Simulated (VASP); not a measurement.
# Cs (I4/mmm) in VASP: notebook

Aim: see how the results for Cs move with the level of theory and the settings. Levels: PBEsol+D3(BJ), BLYP+D3(BJ), PBEsol. Tasks: single point.

Program: VASP 6.6.1. These are calculated values, not measurements. Logs are shortened: lines on timing, memory, paths and dates and some standing lists are left out, and cuts for length are marked.

**1. The cell of the first run**

Symmetry: I4/mmm, No. 139, tetragonal system. Conventional cell: a = 5.149 Å, b = 5.149 Å, c = 7.488 Å, α = 90.00°, β = 90.00°, γ = 90.00°.

**2. Single point, PBEsol+D3(BJ)**

Contents of INCAR:

```
SYSTEM = Cs
PREC = Accurate
ENCUT = 500
EDIFF = 1E-6
ISMEAR = 1
SIGMA = 0.15
LREAL = .False.
LASPH = .True.
NELM = 120
ALGO = Normal
ISIF = 2
LWAVE = .False.
LCHARG = .False.
GGA = PS
IVDW = 12
NBANDS = 10
GGA_COMPAT = .False.
```

Contents of KPOINTS:

```
regular mesh
0
Gamma
  7 7 7
  0 0 0
```

Contents of POSCAR:

```
Cs
1.0
   -2.5744500456      2.5744500456      3.7441005957
    2.5744500456     -2.5744500456      3.7441005957
    2.5744500456      2.5744500456     -3.7441005957
Cs
1
Direct
    0.0000000000      0.0000000000      0.0000000000
```

Potentials or basis: VASP PAW PBE potentials, release 64 (Cs_sv).

Launch:

```console
$ cat potpaw_PBE.64/Cs_sv/POTCAR > POTCAR
$ mpirun -np 1 vasp_std > vasp.out
```

OUTCAR:

```text
SYSTEM = Cs
   PREC = Accurate
   ENCUT = 500
   EDIFF = 1E-6
   ISMEAR = 1
   LREAL = .False.
   LASPH = .True.
   NELM = 120
   ISIF = 2
   GGA = PS
   IVDW = 12
 IVDW          = 12

 ion  position               nearest neighbor table
   1  0.000  0.000  0.000-

  LATTYP: Found a body centered tetragonal cell.
 ALAT       =     5.1489000912
 C/A-ratio  =     1.4543302567

  Lattice vectors:

 A1 = (  -2.5744500456,   2.5744500456,   3.7441005957)
 A2 = (   2.5744500456,  -2.5744500456,   3.7441005957)
 A3 = (   2.5744500456,   2.5744500456,  -3.7441005957)

Analysis of symmetry for initial positions (statically):
=====================================================================
 Subroutine PRICEL returns:
 Original cell was already a primitive cell.

 Routine SETGRP: Setting up the symmetry group for a
 body centered tetragonal supercell.

 Subroutine GETGRP returns: Found 16 space group operations
 (whereof 16 operations were pure point group operations)
 out of a pool of 16 trial point group operations.

The static configuration has the point symmetry D_4h.

Analysis of symmetry for dynamics (positions and initial velocities):
=====================================================================
 Subroutine PRICEL returns:
 Original cell was already a primitive cell.

 Routine SETGRP: Setting up the symmetry group for a
 body centered tetragonal supercell.

 Subroutine GETGRP returns: Found 16 space group operations
 (whereof 16 operations were pure point group operations)
 out of a pool of 16 trial point group operations.

The dynamic configuration has the point symmetry D_4h.

 Subroutine INISYM returns: Found 16 space group operations
 (whereof 16 operations are pure point group operations),
 and found     1 'primitive' translations

----------------------------------------------------------------------------------------

                                     Primitive cell

  volume of cell :      99.2605

  direct lattice vectors                    reciprocal lattice vectors
    -2.574450046  2.574450046  3.744100596     0.000000000  0.194216237  0.133543420
     2.574450046 -2.574450046  3.744100596     0.194216237  0.000000000  0.133543420
     2.574450046  2.574450046 -3.744100596     0.194216237  0.194216237  0.000000000

  length of vectors
     5.222439597  5.222439597  5.222439597     0.235698519  0.235698519  0.274663236

  position of ions in fractional coordinates (direct lattice)
[... 82 lines left out ...]
   NFREE  =      0    steps in history (QN), initial steepest desc. (CG)
   ISIF   =      2    stress and relaxation
   ISYM   =      2    0-nonsym 1-usesym 2-fastsym
   POTIM  = 0.5000    time-step for ionic-motion
   TEBEG  =    0.0;   TEEND  =   0.0 temperature during run
   PSTRESS=    0.0 pullay stress
   NELECT =       9.0000    total number of electrons
   NUPDOWN=      -1.0000    fix difference up-down
   EMIN   =  10.00;   EMAX   =-10.00  energy-range for DOS
   EFERMI =   0.00;   METHOD = LEGACY
   ISMEAR =     1;   SIGMA  =   0.15  broadening in eV -4-tet -1-fermi 0-gaus
   EFERMI_NEDOS =   21; number of points for ismear=-14 and -15
   IALGO  =     38    algorithm
   IMIX   =      4    mixing-type and parameters
     AMIX     =   0.40;   BMIX     =  1.00
     AMIX_MAG =   1.60;   BMIX_MAG =  1.00
  volume/ion in A,a.u.               =      99.26       669.84
  Fermi-wavevector in a.u.,A,eV,Ry     =   0.735468  1.389832  7.359562  0.540913
  Thomas-Fermi vector in A             =   1.828671
   LORBIT       =      0    0 simple, 1 ext, 2 COOP (PROOUT), +10 PAW based schemes
   GGA     = PS    functional components
   LHFCALC =     F    Hartree Fock is set to
   AEXX    =    0.0000 exact exchange contribution
   IVDW    =    12    specifies the selected vdW correction
   LEPSILON=     F    determine dielectric tensor
   LRPA    =     F    only Hartree local field effects (RPA)
 non-spin polarized calculation
 Methfessel and Paxton  Order N= 1 SIGMA  =   0.15
  energy-cutoff  :      500.00
  volume of cell :       99.26
 maximum number of plane-waves:      2547
 NGX is ok and might be reduce to    40
   NGX = 19   NGY = 19   NGZ = 19

 number of electron       8.9999999 magnetization

 Free energy of the ion-electron system (eV)
  ---------------------------------------------------
  ext. energy  EPLUGINS =         0.00000000
  ---------------------------------------------------
  free energy    TOTEN  =        -0.94451050 eV

  energy without entropy =       -0.94726812  energy(sigma->0) =       -0.94542971

 E-fermi :   0.7857     XC(G=0):  -5.8758

 val. band max:        0.7816215945   @ k =  -0.4286  -0.4286   0.4286
 cond. band min:       0.8370757237   @ k =  -0.4286   0.4286   0.0000
 fundamental gap:      0.0554541292
 Fermi energy:         0.7856630272

 k-point     1 :       0.0000    0.0000    0.0000
  band No.  band energies     occupation
      1     -23.0103      2.00000
      2      -9.7031      2.00000
      3      -9.7009      2.00000
      4      -9.7009      2.00000
      5      -1.0803      2.00000
      6       3.2224     -0.00000
      7       3.3269     -0.00000
      8       3.3269     -0.00000
      9       4.4332      0.00000
     10       4.6447      0.00000
[... 287 lines left out ...]
 k-point    24 :      -0.4286    0.4286    0.1429
  band No.  band energies     occupation
      1     -22.9943      2.00000
      2      -9.8858      2.00000
      3      -9.8012      2.00000
      4      -9.7825      2.00000
      5       1.1191     -0.00730
      6       1.8202     -0.00000
      7       2.2553     -0.00000
      8       3.8276      0.00000
      9       4.9496      0.00000
     10       5.4847      0.00000

 [... further k-points ...]

------------------------ aborting loop because EDIFF is reached ----------------------------------------

 Edisp (eV)   -0.13099

 E8    (eV) :    -0.1047

  FORCE on cell =-STRESS in cart. coord.  units (eV):
  Direction    XX          YY          ZZ          XY          YZ          ZX
  --------------------------------------------------------------------------------------
  -------------------------------------------------------------------------------------
  Total       0.00253     0.00253    -0.02520     0.00000     0.00000     0.00000
  in kB       0.04082     0.04082    -0.40682     0.00000     0.00000     0.00000
  external pressure =       -0.11 kB  Pullay stress =        0.00 kB

 VOLUME and BASIS-vectors are now :
 -----------------------------------------------------------------------------
  energy-cutoff  :      500.00
  volume of cell :       99.26
      direct lattice vectors                 reciprocal lattice vectors
    -2.574450046  2.574450046  3.744100596     0.000000000  0.194216237  0.133543420
     2.574450046 -2.574450046  3.744100596     0.194216237  0.000000000  0.133543420
     2.574450046  2.574450046 -3.744100596     0.194216237  0.194216237  0.000000000

 POSITION                                       TOTAL-FORCE (eV/Angst)
 -----------------------------------------------------------------------------------
      0.00000      0.00000      0.00000         0.000000      0.000000      0.000000
 -----------------------------------------------------------------------------------
    total drift:                               -0.000000      0.000000     -0.000000

  FREE ENERGIE OF THE ION-ELECTRON SYSTEM (eV)
  ---------------------------------------------------
  free  energy   TOTEN  =        -1.0755029199 eV

  energy  without entropy=       -1.0782605439  energy(sigma->0) =       -1.07642213
```

Run time: 16 s. Hardware: 1 thread of AMD EPYC 9R45 (Zen 5), shared host; peak memory 0.21 GiB.

What came out:

```yaml
Free_energy: -1.0755 eV
Pressure: 0.0 GPa
Band_gap_on_the_k_mesh: zero (an odd number of electrons rules out a gap without spin polarisation)
Dispersion_energy_per_atom: -0.131 eV
```

Caveat: the PAW data sets were made with another functional, which shifts forces and pressure a little; spin-orbit coupling is left out, which moves the levels of the heavy elements.

**3. Single point, BLYP+D3(BJ)**

This run uses another cell than the first one, of 104.74 Å³/atom.

Contents of INCAR:

```
AGGAC    = 1.0          
AGGAX    = 1.0          
ALDAC    = 0.0          
ALDAX    = 1.0          
ALGO     = Normal         # electronic algorithm
EDIFF    = 1E-6           # SCF threshold, eV
ENCUT    = 500            # plane-wave cutoff, eV
GGA      = B5             # functional
GGA_COMPAT= False        
ISIF     = 2              # what is computed and relaxed
ISMEAR   = 1              # smearing method
IVDW     = 12             # dispersion correction
LASPH    = True           # aspherical terms in the spheres
LCHARG   = True           # write CHGCAR
LELF     = True           # ELF
LREAL    = False          # projectors in reciprocal space
LVHAR    = True         
LWAVE    = False          # write WAVECAR
NBANDS   = 10             # bands
NELM     = 120            # most SCF steps
PREC     = Accurate       # precision mode
SIGMA    = 0.15           # smearing width, eV
VDW_A1   = 0.4298       
VDW_A2   = 4.2359       
VDW_S6   = 1.0          
VDW_S8   = 2.6996
```

Contents of KPOINTS:

```
k-points
0
Gamma
  7 7 7
```

Contents of POSCAR:

```
Cs
1.0
   -2.6207797143      2.6207797143      3.8125148190
    2.6207797143     -2.6207797143      3.8125148190
    2.6207797143      2.6207797143     -3.8125148190
Cs
1
Direct
    0.0000000000      0.0000000000      0.0000000000
```

Potentials or basis: VASP PAW PBE potentials, release 64 (Cs_sv).

Launch:

```console
$ cat potpaw_PBE.64/Cs_sv/POTCAR > POTCAR
$ mpirun -np 1 vasp_std > vasp.out
```

Wall time 32 s (1 thread of AMD EPYC 9R45 (Zen 5), shared host); peak memory 0.22 GiB.

Results (log left out):

- Free energy: -0.7630 eV
- Pressure: 0.0 GPa
- Band gap on the k mesh: zero (an odd number of electrons rules out a gap without spin polarisation)
- Dispersion energy per atom: -0.255 eV

Levels at points of the mesh, in eV from the Fermi level:
```
           k point  band 3  band 4  band 5  band 6  band 7  band 8
(0.00, 0.00, 0.00)  -10.71  -10.71   -1.78    2.22    2.32    2.32
```

Caveat: the PAW data sets were made with another functional, which shifts forces and pressure a little; spin-orbit coupling is left out, which moves the levels of the heavy elements.

**4. Single point, PBEsol**

This run uses another cell than the first one, of 107.52 Å³/atom.

Contents of INCAR:

```
SYSTEM = Cs
PREC     = Accurate       ! precision mode
ENCUT    = 500            ! plane-wave cutoff, eV
EDIFF    = 1E-6           ! SCF threshold, eV
ISMEAR   = 1              ! smearing method
SIGMA    = 0.15           ! smearing width, eV
LREAL    = .FALSE.        ! projectors in reciprocal space
LASPH    = .TRUE.         ! aspherical terms in the spheres
NELM     = 120            ! most SCF steps
ALGO     = Normal         ! electronic algorithm
ISIF     = 2              ! what is computed and relaxed
LWAVE    = .FALSE.        ! write WAVECAR
LCHARG   = .TRUE.         ! write CHGCAR
GGA      = PS             ! functional
LELF     = .TRUE.         ! ELF
LVHAR    = .TRUE.       
NBANDS   = 10             ! bands
GGA_COMPAT= .FALSE.
```

Contents of KPOINTS:

```
Automatic mesh
0
G
  7 7 7
  0 0 0
```

Contents of POSCAR:

```
Cs
1.0
   -2.6453696181      2.6453696181      3.8410696232
    2.6453696181     -2.6453696181      3.8410696232
    2.6453696181      2.6453696181     -3.8410696232
Cs
1
Direct
    0.0000000000      0.0000000000      0.0000000000
```

Launch:

```console
$ cat potpaw_PBE.64/Cs_sv/POTCAR > POTCAR
$ mpirun -np 1 vasp_std > vasp.out
```

It took 17 s on 1 thread of AMD EPYC 9R45 (Zen 5), shared host; peak memory 0.2 GiB.

Results (log left out):

- Free energy: -0.9500 eV
- Pressure: 0.0 GPa
- Band gap on the k mesh: zero (an odd number of electrons rules out a gap without spin polarisation)

Levels at points of the mesh, in eV from the Fermi level:
| k point | band 3 | band 4 | band 5 | band 6 | band 7 | band 8 |
| --- | --- | --- | --- | --- | --- | --- |
| (0.00, 0.00, 0.00) | -10.56 | -10.56 | -1.80 | 2.39 | 2.48 | 2.48 |

Caveat: the PAW data sets were made with another functional, which shifts forces and pressure a little; spin-orbit coupling is left out, which moves the levels of the heavy elements.

**5. The runs side by side**

| level | cell | gap on the mesh (eV) | pressure (GPa) |
| --- | --- | --- | --- |
| PBEsol+D3(BJ) | a = 5.222 Å, angles 120.9, 120.9, 88.4°, 1 atom | none | 0.0 |
| BLYP+D3(BJ) | a = 5.317 Å, angles 120.9, 120.9, 88.4°, 1 atom | none | 0.0 |
| PBEsol | a = 5.362 Å, angles 120.9, 120.9, 88.5°, 1 atom | none | 0.0 |

Alike in all rows: task single point; potentials or basis VASP PAW PBE potentials, release 64 (Cs_sv); no spin polarisation; k mesh 7 × 7 × 7; cutoff (eV) 500; smearing methfessel-paxton 0.15 eV.

Caveats: the PAW data sets were made with another functional, which shifts forces and pressure a little; spin-orbit coupling is left out, which moves the levels of the heavy elements.

Absolute energies hang on the potentials; compare differences alone.
